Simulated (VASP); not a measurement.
# WC (Fm-3m) in VASP: further runs, part 3 of 3

VASP 6.6.1.

## Step 4: Single point, PBE

Contents of INCAR:

```
  PREC = Accurate
  ENCUT = 520
  EDIFF = 1E-6
  ISMEAR = 0
  SIGMA = 0.024
  LREAL = F
  LASPH = T
  NELM = 60
  ALGO = Normal
  ISIF = 2
  LWAVE = F
  LCHARG = F
  GGA = PE
  NBANDS = 16
```

Contents of KPOINTS:

```
Automatic mesh
0
Gamma
  10 10 10
```

Contents of POSCAR:

```
WC
1.0
    0.0000000000      2.1926840000      2.1926840000
    2.1926840000      0.0000000000      2.1926840000
    2.1926840000      2.1926840000      0.0000000000
W C
1 1
Direct
    0.0000000000      0.0000000000      0.0000000000
    0.5000000000      0.5000000000      0.5000000000
```

Potentials or basis: VASP PAW PBE potentials, release 64 (W_sv, C).

On the command line:

```sh
> cat potpaw_PBE.64/W_sv/POTCAR potpaw_PBE.64/C/POTCAR > POTCAR
> mpirun -np 1 vasp_std > vasp.out
```

OUTCAR:

```text
PREC = Accurate
   ENCUT = 520
   EDIFF = 1E-6
   ISMEAR = 0
   LREAL = F
   LASPH = T
   NELM = 60
   ISIF = 2
   GGA = PE

 ion  position               nearest neighbor table
   1  0.000  0.000  0.000-   2 2.19   2 2.19   2 2.19   2 2.19   2 2.19   2 2.19
   2  0.500  0.500  0.500-   1 2.19   1 2.19   1 2.19   1 2.19   1 2.19   1 2.19

  LATTYP: Found a face centered cubic cell.
 ALAT       =     4.3853680000

  Lattice vectors:

 A1 = (   0.0000000000,   2.1926840000,   2.1926840000)
 A2 = (   2.1926840000,   0.0000000000,   2.1926840000)
 A3 = (   2.1926840000,   2.1926840000,   0.0000000000)

Analysis of symmetry for initial positions (statically):
=====================================================================
 Subroutine PRICEL returns:
 Original cell was already a primitive cell.

 Routine SETGRP: Setting up the symmetry group for a
 face centered cubic supercell.

 Subroutine GETGRP returns: Found 48 space group operations
 (whereof 48 operations were pure point group operations)
 out of a pool of 48 trial point group operations.

The static configuration has the point symmetry O_h .

Analysis of symmetry for dynamics (positions and initial velocities):
=====================================================================
 Subroutine PRICEL returns:
 Original cell was already a primitive cell.

 Routine SETGRP: Setting up the symmetry group for a
 face centered cubic supercell.

 Subroutine GETGRP returns: Found 48 space group operations
 (whereof 48 operations were pure point group operations)
 out of a pool of 48 trial point group operations.

The dynamic configuration has the point symmetry O_h .

 Subroutine INISYM returns: Found 48 space group operations
 (whereof 48 operations are pure point group operations),
 and found     1 'primitive' translations

----------------------------------------------------------------------------------------

                                     Primitive cell

[... 104 lines left out ...]
   EFERMI =   0.00;   METHOD = LEGACY
   ISMEAR =     0;   SIGMA  =   0.02  broadening in eV -4-tet -1-fermi 0-gaus
   EFERMI_NEDOS =   21; number of points for ismear=-14 and -15
   IALGO  =     38    algorithm
   IMIX   =      4    mixing-type and parameters
     AMIX     =   0.40;   BMIX     =  1.00
     AMIX_MAG =   1.60;   BMIX_MAG =  1.00
  volume/ion in A,a.u.               =      10.54        71.14
  Fermi-wavevector in a.u.,A,eV,Ry     =   1.553029  2.934800 32.815887  2.411900
  Thomas-Fermi vector in A             =   2.657319
   LORBIT       =      0    0 simple, 1 ext, 2 COOP (PROOUT), +10 PAW based schemes
   GGA     = PE    functional components
   LHFCALC =     F    Hartree Fock is set to
   AEXX    =    0.0000 exact exchange contribution
   IVDW    =     0    specifies the selected vdW correction
   LEPSILON=     F    determine dielectric tensor
   LRPA    =     F    only Hartree local field effects (RPA)
 non-spin polarized calculation
 Gauss-broadening in eV      SIGMA  =   0.02
  energy-cutoff  :      520.00
  volume of cell :       21.08
 maximum number of plane-waves:       588
   NGX = 11   NGY = 11   NGZ = 11

 number of electron      18.0000001 magnetization

 Free energy of the ion-electron system (eV)
  ---------------------------------------------------
  ext. energy  EPLUGINS =         0.00000000
  ---------------------------------------------------
  free energy    TOTEN  =       -21.56825094 eV

  energy without entropy =      -21.56760684  energy(sigma->0) =      -21.56792889

 E-fermi :  12.4902     XC(G=0): -13.7146

 val. band max:       12.3570123160   @ k =   0.3000   0.2000   0.1000
 cond. band min:      12.4922569304   @ k =  -0.1000   0.1000   0.0000
 fundamental gap:      0.1352446144
 Fermi energy:        12.4902171772

 k-point     1 :       0.0000    0.0000    0.0000
  band No.  band energies     occupation
      1     -63.0345      2.00000
      2     -27.0285      2.00000
      3     -27.0285      2.00000
      4     -27.0285      2.00000
      5      -3.4029      2.00000
      6       9.6593      2.00000
[... 433 lines left out ...]
      3     -27.2050      2.00000
      4     -27.1873      2.00000
      5      -0.9614      2.00000
      6       5.3424      2.00000
[... 8 lines left out ...]
     15      24.1318      0.00000
     16      27.7972      0.00000

 [... further k-points ...]
[... 5 lines left out ...]
  --------------------------------------------------------------------------------------
  -------------------------------------------------------------------------------------
  Total       -0.0841298     -0.0841298     -0.0841298     -0.0000000     -0.0000000      0.0000000
  in kB       -6.3929609     -6.3929609     -6.3929609     -0.0000000     -0.0000000      0.0000000
  external PRESSURE =      -6.3929609 kB  Pullay stress =       0.0000000 kB

 VOLUME and BASIS-vectors are now :
 -----------------------------------------------------------------------------
  energy-cutoff  :      520.00
  volume of cell :       21.08
      direct lattice vectors                 reciprocal lattice vectors
     0.000000000  2.192684000  2.192684000    -0.228031034  0.228031034  0.228031034
     2.192684000  0.000000000  2.192684000     0.228031034 -0.228031034  0.228031034
     2.192684000  2.192684000  0.000000000     0.228031034  0.228031034 -0.228031034

 POSITION                                       TOTAL-FORCE (eV/Angst)
 -----------------------------------------------------------------------------------
      0.00000      0.00000      0.00000         0.000000      0.000000      0.000000
      2.19268      2.19268      2.19268         0.000000      0.000000      0.000000
 -----------------------------------------------------------------------------------
    total drift:                                0.000000     -0.000000     -0.000000

  FREE ENERGIE OF THE ION-ELECTRON SYSTEM (eV)
  ---------------------------------------------------
  free  energy   TOTEN  =       -21.5682509426 eV

  energy  without entropy=      -21.5676068382  energy(sigma->0) =      -21.56792889
```

OSZICAR:

```text
N       E                     dE             d eps       ncg     rms          rms(c)
DAV:   1     0.112763977868E+03    0.11276E+03   -0.92600E+03  1504   0.124E+03
DAV:   2    -0.215944048338E+02   -0.13436E+03   -0.12953E+03  1816   0.341E+02
DAV:   3    -0.250405397607E+02   -0.34461E+01   -0.34232E+01  1672   0.510E+01
DAV:   4    -0.250586678447E+02   -0.18128E-01   -0.18127E-01  1912   0.418E+00
DAV:   5    -0.250587965296E+02   -0.12868E-03   -0.12869E-03  1672   0.339E-01    0.307E+01
DAV:   6    -0.216771186519E+02    0.33817E+01   -0.86496E+00  1824   0.277E+01    0.770E+00
DAV:   7    -0.215970673925E+02    0.80051E-01   -0.49921E-01  1528   0.565E+00    0.635E+00
DAV:   8    -0.215700238150E+02    0.27044E-01   -0.76100E-02  1680   0.243E+00    0.141E+00
DAV:   9    -0.215683157751E+02    0.17080E-02   -0.34606E-03  1608   0.583E-01    0.123E-01
DAV:  10    -0.215682712002E+02    0.44575E-04   -0.45504E-04  1816   0.205E-01    0.368E-02
DAV:  11    -0.215682591428E+02    0.12057E-04   -0.95489E-05  1744   0.718E-02    0.334E-02
DAV:  12    -0.215682513306E+02    0.78122E-05   -0.18352E-05  1736   0.316E-02    0.839E-03
DAV:  13    -0.215682509426E+02    0.38796E-06   -0.11185E-06  1096   0.796E-03
   1 F= -.21568251E+02 E0= -.21567929E+02  d E =-.644104E-03
```

stdout:

```text
POSCAR found type information on POSCAR W C
 POSCAR found :  2 types and       2 ions
 scaLAPACK will be used
 LDA part: xc-table for (Slater+PW92), standard interpolation
 POSCAR, INCAR and KPOINTS ok, starting setup
 FFT: planning ... GRIDC
 FFT: planning ... GRID_SOFT
 FFT: planning ... GRID
 WAVECAR not read
 entering main loop
```

Wall time 7.6 s (1 thread of Intel Xeon Platinum 8559C (Emerald Rapids), shared host); peak memory 0.15 GiB.

Results:

```yaml
Free_energy: -21.5683 eV
Pressure: -0.6 GPa
Band_gap_on_the_k_mesh: zero (band 9 reaches 13.45 eV, above the bottom of band 10 at 10.27 eV)
```

Caveat: spin-orbit coupling is left out, which moves the levels of the heavy elements.

## Step 5: Single point, PBE

Contents of INCAR:

```
  ALGO = Normal
  EDIFF = 1E-6
  ENCUT = 520
  GGA = PE
  ISIF = 2
  ISMEAR = 0
  LASPH = T
  LCHARG = F
  LREAL = F
  LWAVE = F
  NBANDS = 16
  NELM = 100
  PREC = Accurate
  SIGMA = 0.025
```

Contents of KPOINTS:

```
k-points
0
Gamma
  10 10 10
```

POSCAR is that of step 4.

On the command line:

```sh
> cat potpaw_PBE.64/W_sv/POTCAR potpaw_PBE.64/C/POTCAR > POTCAR
> mpirun -np 1 vasp_std > vasp.out
```

Wall time 7 s (1 thread of Intel Xeon Platinum 8559C (Emerald Rapids), shared host); peak memory 0.14 GiB.

It converged, with:

```
Free energy            : -21.5683 eV
Pressure               : -0.6 GPa
Band gap on the k mesh : zero (band 9 reaches 13.45 eV, above the bottom of band 10 at 10.27 eV)
```

Levels at points of the mesh, in eV from the Fermi level:
```csv
k point,band 7,band 8,band 9,band 10,band 11,band 12
"(0.00, 0.00, 0.00)",-2.83,-2.83,-1.15,-1.15,-1.15,-1.04
"(0.50, 0.00, 0.00)",-6.66,-6.66,0.96,0.96,2.24,4.83
"(0.50, 0.50, 0.00)",-5.68,-2.59,-2.59,0.77,2.18,2.18
```

Caveat: spin-orbit coupling is left out, which moves the levels of the heavy elements.

## Step 6: The runs side by side

```tsv
smearing	gap on the mesh (eV)	pressure (GPa)
gaussian 0.022 eV	none	-0.6
gaussian 0.023 eV	none	-0.6
gaussian 0.024 eV	none	-0.6
gaussian 0.025 eV	none	-0.6
```

Alike in all rows: task single point; level PBE; potentials or basis VASP PAW PBE potentials, release 64 (W_sv, C); no spin polarisation; cell as given; k mesh 10 × 10 × 10; cutoff (eV) 520.

Every run on the cell as given and a fine mesh finds a metal.

Caveats: spin-orbit coupling is left out, which moves the levels of the heavy elements.

Total energies depend on the potentials used, so only differences within one code and one set of settings carry meaning.
